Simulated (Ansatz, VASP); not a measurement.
Pd: VASP beside Ansatz

File INCAR:

```
PREC = Accurate
ENCUT = 600
EDIFF = 1E-7
ISMEAR = -1
SIGMA = 0.05
LREAL = F
LASPH = T
NELM = 100
ALGO = Normal
ISIF = 3
LWAVE = F
LCHARG = F
GGA = CA
IBRION = 2
NSW = 60
EDIFFG = -0.01
```

File KPOINTS:

```
Automatic mesh
0
Gamma
  12 12 12
```

Contents of POSCAR:

```
Pd
1.0
   -1.5722810000      1.5722810000      1.5722810000
    1.5722810000     -1.5722810000      1.5722810000
    1.5722810000      1.5722810000     -1.5722810000
Pd
1
Direct
    0.0000000000      0.0000000000      0.0000000000
```

The input input.yaml:

```yaml
crystal:
  lattice:
    - [-1.572281, 1.572281, 1.572281]
    - [1.572281, -1.572281, 1.572281]
    - [1.572281, 1.572281, -1.572281]
  atoms:
    - { symbol: Pd, position: [0.0, 0.0, 0.0] }
hamiltonian:
  xc: lda
  pseudopotentials: { kind: paw }
kpoints:
  mp_grid: { grid: [12, 12, 12] }
scf:
  occupations: { method: fermi_dirac, width: 0.05 }
output:
  forces: true
  stress: true
  eigenvalues: true
  write_density: true
  write_potential: true
  elf: true
  volumetric_format: npy
relax:
  f_tol: 0.01
  max_steps: 40
  cell: { stress_tol: 0.05 }
```

Alike in both runs: task relaxation of cell and atoms; functional LDA; k mesh 12 × 12 × 12; occupations fermi-dirac, width 0.05 eV; no spin polarisation.

```csv
,VASP,Ansatz
version,VASP 6.6.1,Ansatz 0.2.0
potentials or method,"VASP PAW LDA potentials, release 64 (Pd)",Ansatz PAW
plane-wave cutoff (eV),600,420
valence electrons in the cell,10,18
```

|  | VASP | Ansatz | Ansatz less VASP |
| --- | --- | --- | --- |
| gap on the k mesh at the Fermi level, each at its own relaxed structure (eV) | none | none | - |
| relaxed volume (Å³/atom) | 14.27 | 14.25 | -0.017 |
| relaxed cell length with the largest relative difference (Å) | 2.646 | 2.645 | -0.0011 |

LDA's correlation is that of Perdew and Zunger in VASP and of Perdew and Wang (1992) in Ansatz. A gap of «none» marks a metal or a gap that the smearing closes. VASP's potentials hold 10 valence electrons a cell and Ansatz's 18, so a difference there can come from the potentials and not from the codes.

Noted on Ansatz's run: the plane-wave basis is chosen anew once the cell has moved, so the energies of steps on either side of that aren't comparable.
